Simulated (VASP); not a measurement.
# Mg15GaO16 (a cell with a defect) in VASP: single point with PBEsol

Aim: the single point of Mg15GaO16 (a cell with a defect) with PBEsol.

Everything below comes from runs of VASP 6.6.1. Logs are shortened: lines on timing, memory, paths and dates and some standing lists are left out, and cuts for length are marked.

## Step 1: The cell of the first run

The cell holds a defect, 64 atoms: a = 8.429 Å, b = 8.429 Å, c = 8.429 Å, α = 90.00°, β = 90.00°, γ = 90.00°.

## Step 2: Single point, PBEsol

File INCAR:

```
SYSTEM = Mg15GaO16
  ALGO = Normal
  EDIFF = 1E-6
  ENCUT = 520
  GGA = PS
  ISIF = 2
  ISMEAR = -1
  ISYM = 0
  LASPH = .TRUE.
  LCHARG = .FALSE.
  LREAL = Auto
  LWAVE = .FALSE.
  NBANDS = 177
  NELM = 100
  PREC = Accurate
  SIGMA = 0.05
```

File KPOINTS:

```
Automatic mesh
0
Gamma
  1 1 1
  0.25 0.25 0.25
```

File POSCAR:

```
Mg15GaO16
1.0
    8.4288080000      0.0000000000      0.0000000000
    0.0000000000      8.4288080000      0.0000000000
    0.0000000000      0.0000000000      8.4288080000
O Mg Ga
32 30 2
Direct
    0.2517450000      0.0000920000      0.0003210000
    0.2546140000      0.0000580000      0.5003540000
    0.2546070000      0.5001130000      0.0003220000
    0.2754820000      0.4999390000      0.5001970000
    0.7485380000      0.0001880000      0.0004290000
    0.7456840000      0.0002040000      0.5004280000
    0.7456920000      0.5001680000      0.0004330000
    0.7247510000      0.5003290000      0.5005650000
    0.0001960000      0.2473330000      0.0003860000
    0.0004870000      0.2317050000      0.5005400000
    0.0001100000      0.7529700000      0.0003550000
    0.9998100000      0.7684970000      0.5002230000
    0.5002160000      0.2502880000      0.0004090000
    0.5002440000      0.2512460000      0.5003910000
    0.5000830000      0.7499840000      0.0003390000
    0.5000250000      0.7490270000      0.5003980000
    0.0001930000      0.0001260000      0.2475480000
    0.0000980000      0.0001200000      0.7532060000
    0.0005000000      0.5003320000      0.2319570000
    0.9998180000      0.4999900000      0.7687730000
    0.5002080000      0.0001840000      0.2505330000
    0.5000900000      0.0001200000      0.7502360000
    0.5002440000      0.5001400000      0.2514730000
    0.5000250000      0.5001310000      0.7492590000
    0.2508500000      0.2508920000      0.2511140000
    0.2507120000      0.2508550000      0.7496130000
    0.2507020000      0.7493640000      0.2510890000
    0.2505380000      0.7492590000      0.7495150000
    0.7497440000      0.2510130000      0.2512300000
    0.7495810000      0.2509280000      0.7496760000
    0.7495880000      0.7494150000      0.2511670000
    0.7494560000      0.7493760000      0.7496090000
    0.0001460000      0.0001610000      0.0003830000
    0.0001460000      0.0000730000      0.5003890000
    0.0001300000      0.5000920000      0.0003560000
    0.5001400000      0.0001280000      0.0003930000
    0.5001560000      0.0001660000      0.5003770000
    0.5001570000      0.5001450000      0.0003940000
    0.2494570000      0.2498840000      0.0003590000
    0.2483850000      0.2474180000      0.5003590000
    0.2493660000      0.7503100000      0.0003460000
    0.2482580000      0.7527230000      0.5002820000
    0.7509270000      0.2499570000      0.0004170000
    0.7520520000      0.2475930000      0.5004670000
    0.7508300000      0.7503780000      0.0003840000
    0.7519010000      0.7528710000      0.5003960000
    0.2494580000      0.0001140000      0.2501210000
    0.2493570000      0.0000760000      0.7505540000
    0.2483940000      0.5001150000      0.2476780000
    0.2482430000      0.5000530000      0.7529790000
    0.7509230000      0.0001740000      0.2502060000
    0.7508420000      0.0001370000      0.7506390000
    0.7520490000      0.5002210000      0.2478370000
    0.7519080000      0.5001710000      0.7530850000
    0.0002890000      0.2495320000      0.2497990000
    0.0001430000      0.2494520000      0.7510450000
    0.0001510000      0.7508180000      0.2496600000
    0.0000010000      0.7507540000      0.7510220000
    0.5002370000      0.2489510000      0.2492130000
    0.5001390000      0.2489010000      0.7515930000
    0.5001310000      0.7513700000      0.2491310000
    0.5000490000      0.7513500000      0.7516040000
    0.0001570000      0.5002460000      0.5004200000
    0.5001210000      0.5001630000      0.5004480000
```

Potentials or basis: VASP PAW PBE potentials, release 64 (O, Mg, Ga_d).

The run is started by

```bash
$ cat potpaw_PBE.64/O/POTCAR potpaw_PBE.64/Mg/POTCAR potpaw_PBE.64/Ga_d/POTCAR > POTCAR
$ mpirun -np 1 vasp_std > vasp.out
```

OUTCAR:

```text
SYSTEM = Mg15GaO16
   EDIFF = 1E-6
   ENCUT = 520
   GGA = PS
   ISIF = 2
   ISMEAR = -1
   ISYM = 0
   LASPH = .TRUE.
   LREAL = Auto
   NELM = 100
   PREC = Accurate

 ion  position               nearest neighbor table
   1  0.252  0.000  0.000-  36 2.09  48 2.11  41 2.11  39 2.11  47 2.11  33 2.12
   2  0.255  0.000  0.500-  37 2.07  42 2.09  40 2.09  48 2.11  47 2.11  34 2.14
   3  0.255  0.500  0.000-  38 2.07  50 2.09  49 2.09  41 2.11  39 2.11  35 2.14
   4  0.275  0.500  0.500-  64 1.89  49 2.14  40 2.14  50 2.14  42 2.14  63 2.32
   5  0.749  0.000  0.000-  36 2.09  43 2.11  51 2.11  52 2.11  45 2.11  33 2.12
   6  0.746  0.000  0.500-  37 2.07  46 2.09  44 2.09  52 2.11  51 2.11  34 2.14
[... 76 lines left out ...]
  58  0.000  0.751  0.751-  11 2.10  18 2.10  28 2.11  32 2.11  20 2.12  12 2.12  45 2.97  52 2.97
                            48 2.97  41 2.97  54 2.97  46 2.97  33 2.97  50 2.97  42 2.97  34 2.98
  59  0.500  0.249  0.249-  21 2.10  13 2.10  25 2.10  29 2.10  14 2.12  23 2.12  36 2.97  51 2.98
                            43 2.98  47 2.98  39 2.98  37 2.98  38 2.98  64 2.99  40 3.00  49 3.00
  60  0.500  0.249  0.752-  22 2.10  13 2.10  26 2.10  30 2.10  14 2.12  24 2.12  36 2.97  39 2.98
                            52 2.98  48 2.98  43 2.98  37 2.98  38 2.98  64 2.99  40 3.00  44 3.00
  61  0.500  0.751  0.249-  15 2.10  21 2.10  27 2.10  31 2.10  23 2.12  16 2.12  36 2.97  47 2.98
                            45 2.98  41 2.98  51 2.98  38 2.98  37 2.98  64 3.00  49 3.00  42 3.00
  62  0.500  0.751  0.752-  15 2.10  22 2.10  32 2.10  28 2.10  16 2.12  24 2.12  36 2.97  48 2.98
                            41 2.98  45 2.98  52 2.98  38 2.98  37 2.98  64 2.99  54 3.00  46 3.00
  63  0.000  0.500  0.500-  12 2.26  20 2.26  19 2.26  10 2.26   4 2.32   8 2.32  42 2.98  50 2.98
                            53 2.98  44 2.98  46 2.99  54 2.99  49 2.99  40 2.99  58 2.99  57 2.99
  64  0.500  0.500  0.500-   8 1.89   4 1.89  24 2.10  16 2.10  14 2.10  23 2.10  62 2.99  60 2.99
                            59 2.99  61 3.00  50 3.01  42 3.01  54 3.01  40 3.01  46 3.01  49 3.01

IMPORTANT INFORMATION: All symmetrisations will be switched off!
NOSYMM: (Re-)initialisation of all symmetry stuff for point group C_1.

----------------------------------------------------------------------------------------

                                     Primitive cell

  volume of cell :     598.8230

  direct lattice vectors                    reciprocal lattice vectors
     8.428808000  0.000000000  0.000000000     0.118640738  0.000000000  0.000000000
     0.000000000  8.428808000  0.000000000     0.000000000  0.118640738  0.000000000
     0.000000000  0.000000000  8.428808000     0.000000000  0.000000000  0.118640738

  length of vectors
     8.428808000  8.428808000  8.428808000     0.118640738  0.118640738  0.118640738

  position of ions in fractional coordinates (direct lattice)
     0.251745000  0.000092000  0.000321000
     0.254614000  0.000058000  0.500354000
     0.254607000  0.500113000  0.000322000
     0.275482000  0.499939000  0.500197000
[... 194 lines left out ...]
   EFERMI_NEDOS =   21; number of points for ismear=-14 and -15
   IALGO  =     38    algorithm
   IMIX   =      4    mixing-type and parameters
     AMIX     =   0.40;   BMIX     =  1.00
     AMIX_MAG =   1.60;   BMIX_MAG =  1.00
  volume/ion in A,a.u.               =       9.36        63.14
  Fermi-wavevector in a.u.,A,eV,Ry     =   1.267623  2.395461 21.862783  1.606869
  Thomas-Fermi vector in A             =   2.400762
   LORBIT       =      0    0 simple, 1 ext, 2 COOP (PROOUT), +10 PAW based schemes
   GGA     = PS    functional components
   LHFCALC =     F    Hartree Fock is set to
   AEXX    =    0.0000 exact exchange contribution
   IVDW    =     0    specifies the selected vdW correction
   LEPSILON=     F    determine dielectric tensor
   LRPA    =     F    only Hartree local field effects (RPA)
 non-spin polarized calculation
  energy-cutoff  :      520.00
  volume of cell :      598.82
 maximum number of plane-waves:     16125
 NGX is ok and might be reduce to    64
   NGX = 31   NGY = 31   NGZ = 31

 number of electron     277.9999923 magnetization

 Free energy of the ion-electron system (eV)
  ---------------------------------------------------
  ext. energy  EPLUGINS =         0.00000000
  ---------------------------------------------------
  free energy    TOTEN  =      -395.67627996 eV

  energy without entropy =     -395.67627996  energy(sigma->0) =     -395.67627996

 E-fermi :   7.6075     XC(G=0): -11.4258

 val. band max:        6.5362254343   @ k =  -0.2500   0.2500   0.2500
 cond. band min:       8.6773578157   @ k =   0.2500   0.2500   0.2500
 fundamental gap:      2.1411323814
 Fermi energy:         7.6075078615

 k-point     1 :       0.2500    0.2500    0.2500
  band No.  band energies     occupation
      1     -14.2523      2.00000
      2     -13.7026      2.00000
      3     -13.6068      2.00000
      4     -13.4968      2.00000
      5     -13.3379      2.00000
      6     -13.2597      2.00000
[... 605 lines left out ...]
    150      11.4620      0.00000
    151      11.5544      0.00000
 [bands above 151 left out]

------------------------ aborting loop because EDIFF is reached ----------------------------------------

  FORCE on cell =-STRESS in cart. coord.  units (eV):
  Direction    XX          YY          ZZ          XY          YZ          ZX
  --------------------------------------------------------------------------------------
  -------------------------------------------------------------------------------------
  Total        9.5721096     11.0197743     11.0253461     -0.0413490     -0.0243752     -0.0436741
  in kB       25.6106006     29.4838911     29.4987986     -0.1106311     -0.0652170     -0.1168520
  external PRESSURE =      28.1977634 kB  Pullay stress =       0.0000000 kB

 VOLUME and BASIS-vectors are now :
 -----------------------------------------------------------------------------
  energy-cutoff  :      520.00
  volume of cell :      598.82
      direct lattice vectors                 reciprocal lattice vectors
     8.428808000  0.000000000  0.000000000     0.118640738  0.000000000  0.000000000
     0.000000000  8.428808000  0.000000000     0.000000000  0.118640738  0.000000000
     0.000000000  0.000000000  8.428808000     0.000000000  0.000000000  0.118640738

 POSITION                                       TOTAL-FORCE (eV/Angst)
 -----------------------------------------------------------------------------------
      2.12191      0.00078      0.00271        -0.003146      0.000993      0.003636
      2.14609      0.00049      4.21739        -0.022389     -0.001796      0.001021
      2.14603      4.21536      0.00271        -0.021320     -0.000443     -0.001662
      2.32198      4.21389      4.21606        -0.022429      0.010792      0.010589
      6.30928      0.00158      0.00362         0.004592     -0.001428      0.000233
      6.28523      0.00172      4.21801         0.022628      0.000538     -0.002205
[... 56 lines left out ...]
      0.00132      4.21648      4.21794        -0.000399     -0.005294     -0.002056
      4.21542      4.21578      4.21818         0.005024      0.002202     -0.002358
 -----------------------------------------------------------------------------------
    total drift:                                0.012129      0.007664     -0.001963

  FREE ENERGIE OF THE ION-ELECTRON SYSTEM (eV)
  ---------------------------------------------------
  free  energy   TOTEN  =      -395.6762799592 eV

  energy  without entropy=     -395.6762799570  energy(sigma->0) =     -395.67627996
```

Wall time 29 min (1 thread of AMD EPYC 7R13, shared host); peak memory 0.7 GiB.

Results:

```yaml
Free_energy: -395.6763 eV
Pressure: 2.8 GPa
Largest_force: 0.041 eV/Å
Band_gap_on_the_k_mesh: 2.14 eV
```

Forces on the atoms (eV/Å):
```
O   -0.003  0.001  0.004
O   -0.022 -0.002  0.001
O   -0.021  0.000 -0.002
O   -0.022  0.011  0.011
O    0.005 -0.001  0.000
O    0.023  0.001 -0.002
O    0.022  0.000  0.002
O    0.020 -0.008 -0.009
O   -0.002 -0.005  0.003
O   -0.021 -0.034 -0.010
O   -0.001  0.001 -0.004
O    0.023  0.033  0.010
O   -0.001 -0.010  0.001
O   -0.001 -0.018  0.003
O    0.001  0.013 -0.001
O    0.003  0.018 -0.001
O    0.000  0.004 -0.004
O    0.001 -0.003  0.000
O   -0.022 -0.012 -0.033
O    0.021  0.010  0.030
O   -0.001 -0.003 -0.007
O    0.000 -0.002  0.009
O   -0.002  0.004 -0.015
O    0.004  0.002  0.018
O   -0.015 -0.003  0.002
O   -0.008  0.005  0.000
O   -0.006  0.002  0.006
O   -0.007 -0.001 -0.002
O    0.010  0.000  0.005
O    0.008  0.001 -0.005
O    0.006 -0.002 -0.001
O    0.012  0.000  0.002
Mg   0.000 -0.002  0.000
Mg   0.000  0.009 -0.001
Mg   0.001  0.003  0.004
Mg   0.000  0.003 -0.001
Mg  -0.001 -0.003  0.001
Mg  -0.001 -0.003  0.000
Mg   0.007  0.005  0.000
Mg   0.014  0.008  0.000
Mg   0.004 -0.004 -0.001
Mg   0.013 -0.006  0.002
Mg  -0.007  0.003  0.000
Mg  -0.010  0.004 -0.002
Mg  -0.003 -0.004  0.002
Mg  -0.019 -0.011 -0.002
Mg   0.005  0.002  0.004
Mg   0.006  0.002 -0.002
Mg   0.016  0.000  0.006
Mg   0.012  0.000 -0.007
Mg  -0.005  0.001  0.002
Mg  -0.006  0.002 -0.004
Mg  -0.012 -0.002  0.003
Mg  -0.017 -0.003 -0.008
Mg  -0.002  0.004  0.003
Mg   0.000  0.002 -0.004
Mg  -0.001 -0.003  0.003
Mg   0.002 -0.003 -0.002
Mg  -0.001  0.005  0.001
Mg   0.001  0.005 -0.002
Mg   0.001 -0.006  0.007
Mg   0.000 -0.005 -0.008
Ga   0.000 -0.005 -0.002
Ga   0.005  0.002 -0.002
```

Stress tensor (GPa, compression positive):
```
 2.56 -0.01 -0.01
-0.01  2.95 -0.01
-0.01 -0.01  2.95
```

Levels at points of the mesh, in eV from the valence-band top:
```tsv
k point	band 136	band 137	band 138	band 139	band 140	band 141	band 142	band 143
(0.25, 0.25, 0.25)	-3.66	-3.43	-3.43	0.00	2.14	2.79	3.50	3.64
```

Caveat: the PAW data sets were made with another functional, which shifts forces and pressure a little.
